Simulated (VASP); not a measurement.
Write the native input for VASP 6.6.1 that does the following.

```
Task                   : single point
Functional             : r2SCAN
Potentials or basis    : VASP PAW PBE potentials, release 64 (Cr_pv, V_sv, C)
Cutoff                 : 520 eV
k mesh                 : 11 × 11 × 11
Occupations            : fermi-dirac, width 0.05 eV
Spin                   : collinear spin, ferromagnetic start
Starting moments       : [3.0, 2.0, 0.0, 0.0] μB
Dipole correction      : no
Further INCAR settings : ALGO = Normal; EDIFF = 1e-07; NBANDS = 28
```

VCrC2:

```
CELL_PARAMETERS angstrom
1.46063 0.84330 4.73939
-1.46063 0.84330 4.73939
0.00000 -1.68659 4.73939
ATOMIC_POSITIONS crystal
Cr 0.50000 0.50000 0.50000
V 0.00000 0.00000 0.00000
C 0.24876 0.24876 0.24876
C 0.75124 0.75124 0.75124
```

One way to write it, as run:

POSCAR

```
VCrC2
1.0
    1.4606320425      0.8432963029      4.7393853233
   -1.4606320425      0.8432963029      4.7393853233
    0.0000000000     -1.6865926058      4.7393853233
Cr V C
1 1 2
Direct
    0.5000000000      0.5000000000      0.5000000000
    0.0000000000      0.0000000000      0.0000000000
    0.2487590000      0.2487590000      0.2487590000
    0.7512410000      0.7512410000      0.7512410000
```

INCAR.step1

```
PREC     = Accurate       # precision mode
ENCUT    = 520            # plane-wave cutoff, eV
ISMEAR   = -1             # smearing method
SIGMA    = 0.05           # smearing width, eV
LREAL    = False          # projectors in reciprocal space
LASPH    = True           # aspherical terms in the spheres
NELM     = 150            # most SCF steps
ISPIN    = 2              # spin polarisation
MAGMOM   = 3 2 0 0        # initial moments
LMAXMIX  = 4              # l up to which the mixer works
NBANDS   = 28             # bands
GGA      = PE             # functional
ALGO     = Normal         # electronic algorithm
EDIFF    = 1E-4           # SCF threshold, eV
LWAVE    = True           # write WAVECAR
LCHARG   = False          # write CHGCAR
```

INCAR.step2

```
PREC     = Accurate       # precision mode
ENCUT    = 520            # plane-wave cutoff, eV
EDIFF    = 1E-7           # SCF threshold, eV
ISMEAR   = -1             # smearing method
SIGMA    = 0.05           # smearing width, eV
LREAL    = False          # projectors in reciprocal space
LASPH    = True           # aspherical terms in the spheres
NELM     = 150            # most SCF steps
ALGO     = Normal         # electronic algorithm
ISIF     = 2              # what is computed and relaxed
LWAVE    = False          # write WAVECAR
LCHARG   = True           # write CHGCAR
ISPIN    = 2              # spin polarisation
MAGMOM   = 3 2 0 0        # initial moments
LORBIT   = 11             # projections on sites
LMAXMIX  = 4              # l up to which the mixer works
METAGGA  = R2SCAN         # meta-GGA
LMIXTAU  = True         
LELF     = True           # ELF
LVHAR    = True         
NBANDS   = 28             # bands
ISTART   = 1
```

KPOINTS

```
regular mesh
0
Gamma
  11 11 11
```

Potentials or basis: VASP PAW PBE potentials, release 64 (Cr_pv, V_sv, C).

Launch:

```sh
$ cat potpaw_PBE.64/Cr_pv/POTCAR potpaw_PBE.64/V_sv/POTCAR potpaw_PBE.64/C/POTCAR > POTCAR
$ cp INCAR.step1 INCAR
$ mpirun -np 1 vasp_std > vasp.out
$ cp INCAR.step2 INCAR
$ mpirun -np 1 vasp_std > vasp.out
```

Results of the run:

- Pressure: -4.5 GPa
- Largest force: 0.038 eV/Å
- Net moment: -0.18 μB per cell
- Site moments: Cr -0.13; V -0.07; C +0.01 μB
- Valence electrons inside the program's atomic spheres: Cr 11.23; V 11.73; C 2.44

Caveat: the cell stands under tension; the PAW data sets were made with another functional, which shifts forces and pressure a little.

Run time: 54 min on 1 thread of AMD EPYC 9R45 96-Core Processor (Zen 5), on a shared host, peak memory 0.46 GiB.
